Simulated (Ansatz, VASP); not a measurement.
**Al2P in VASP and in Ansatz**

File INCAR:

```
  PREC = Accurate
  ENCUT = 600
  EDIFF = 1E-6
  ISMEAR = 0
  SIGMA = 0.1
  LREAL = False
  LASPH = True
  NELM = 80
  ALGO = Normal
  ISIF = 3
  LWAVE = False
  LCHARG = False
  GGA = PE
  IBRION = 2
  NSW = 90
  EDIFFG = -0.04
```

KPOINTS

```
Automatic mesh
0
Gamma
  6 4 4
```

The input POSCAR:

```
Al2P
1.0
    2.7676006200      0.0000000000      0.0000000000
    0.0000000000      3.8838369900      0.0000000000
    0.0000000000      0.0000000000      5.8182891100
Al P
2 1
Direct
    0.5000000000      0.0000000000      0.1971823000
    0.5000000000      0.0000000000      0.8028177000
    0.5000000000      0.5000000000      0.5000000000
```

Input for Ansatz:

```yaml
crystal:
  lattice:
    - [2.76760062, 0.0, 0.0]
    - [0.0, 3.88383699, 0.0]
    - [0.0, 0.0, 5.81828911]
  atoms:
    - { symbol: Al, position: [0.5, 0.0, 0.1971823] }
    - { symbol: Al, position: [0.5, 0.0, 0.8028177] }
    - { symbol: P, position: [0.5, 0.5, 0.5] }
basis:
  ecutwfc: 420
kpoints:
  mp_grid: { grid: [6, 4, 4] }
hamiltonian:
  xc: pbe
scf:
  occupations: { method: gaussian, width: 0.1 }
  lower_state_search: "off"
output:
  forces: true
  stress: true
  eigenvalues: true
relax:
  adjacent_minimum: "off"
  f_tol: 0.04
  max_steps: 70
  cell: { stress_tol: 0.4 }
```

Alike in both runs: task relaxation of cell and atoms; functional PBE; k mesh 6 × 4 × 4; occupations gaussian, width 0.1 eV; no spin polarisation.

|  | VASP | Ansatz |
| --- | --- | --- |
| version | VASP 6.6.1 | Ansatz 0.2.0 |
| potentials or method | VASP PAW PBE potentials, release 64 (Al, P), cutoff 600 eV | scalar-relativistic, plane waves, PAW |
| valence electrons in the cell | 11 | 11 |

```tsv
	VASP	Ansatz	Ansatz less VASP
gap on the k mesh at the Fermi level, each at its own relaxed structure (eV)	none	none	-
relaxed volume (Å³/atom)	20.48	20.52	+0.045
relaxed cell length with the largest relative difference (Å)	6.025	6.048	+0.0232
```

A gap of «none» marks a metal or a gap that the smearing closes.

The k mesh is coarse, so the values compare programs but aren't converged.
